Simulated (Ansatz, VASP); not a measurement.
**Two plane-wave programs on Co**

Contents of INCAR:

```
PREC     = Accurate       # precision mode
ENCUT    = 520            # plane-wave cutoff, eV
EDIFF    = 1E-6           # SCF threshold, eV
ISMEAR   = -1             # smearing method
SIGMA    = 0.08           # smearing width, eV
LREAL    = False          # projectors in reciprocal space
LASPH    = True           # aspherical terms in the spheres
NELM     = 150            # most SCF steps
ALGO     = Normal         # electronic algorithm
ISIF     = 2              # what is computed and relaxed
LWAVE    = False          # write WAVECAR
LCHARG   = False          # write CHGCAR
ISPIN    = 2              # spin polarisation
MAGMOM   = 2 2            # initial moments
LORBIT   = 11             # projections on sites
LMAXMIX  = 4              # l up to which the mixer works
GGA      = PE             # functional
NBANDS   = 20             # bands
```

Contents of KPOINTS:

```
regular mesh
0
Gamma
  15 15 8
```

Contents of POSCAR:

```
Co
1.0
    2.3844585205      0.0000000000      0.0000000000
   -1.1922292602      2.0650016530      0.0000000000
    0.0000000000      0.0000000000      3.8703468663
Co
2
Direct
    0.3333333333      0.6666666667      0.2500000000
    0.6666666667      0.3333333333      0.7500000000
```

Input for Ansatz:

```yaml
crystal:
  lattice:
    - [2.3844585205, 0.0, 0.0]
    - [-1.1922292602, 2.065001653, 0.0]
    - [0.0, 0.0, 3.8703468663]
  atoms:
    - { symbol: Co, position: [0.3333333333, 0.6666666667, 0.25], spin: 2.0 }
    - { symbol: Co, position: [0.6666666667, 0.3333333333, 0.75], spin: 2.0 }
magnetization:
  spin_polarized: true
kpoints:
  mp_grid: { grid: [15, 15, 8] }
scf:
  occupations: { method: fermi_dirac, width: 0.08 }
  lower_state_search: "off"
hamiltonian:
  xc: pbe
  pseudopotentials: { kind: paw }
output:
  forces: true
  stress: true
  eigenvalues: true
  populations: true
  write_density: true
  write_potential: true
  elf: true
  volumetric_format: npy
```

Change from the starting cell: volume scaled by 0.86, PAW files.

Alike in both runs: task single point; functional PBE; k mesh 15 × 15 × 8; occupations fermi-dirac, width 0.08 eV; collinear spin.

```csv
,VASP,Ansatz
version,VASP 6.6.1,Ansatz 0.2.0
potentials or method,"VASP PAW PBE potentials, release 64 (Co)","PAW with Ansatz's default frozen-core files, scalar-relativistic"
plane-wave cutoff (eV),520,420
valence electrons in the cell,18,34
```

```csv
,VASP,Ansatz,Ansatz less VASP
pressure (GPa),36.5,38.1,+1.61
"traceless stress, the component that is largest in VASP (GPa)",-1.61,-1.60,+0.011
net moment per atom (μB),1.50,1.50,+0.004
size of the moment on the site where the two differ most (μB),1.49,1.56,+0.069
```

Site moments also hang on the region over which each program counts them. Both programs put the cell under a high pressure, so it lies far from rest at this level. VASP's potentials hold 18 valence electrons a cell and Ansatz's 34, so a difference there can come from the potentials and not from the codes.
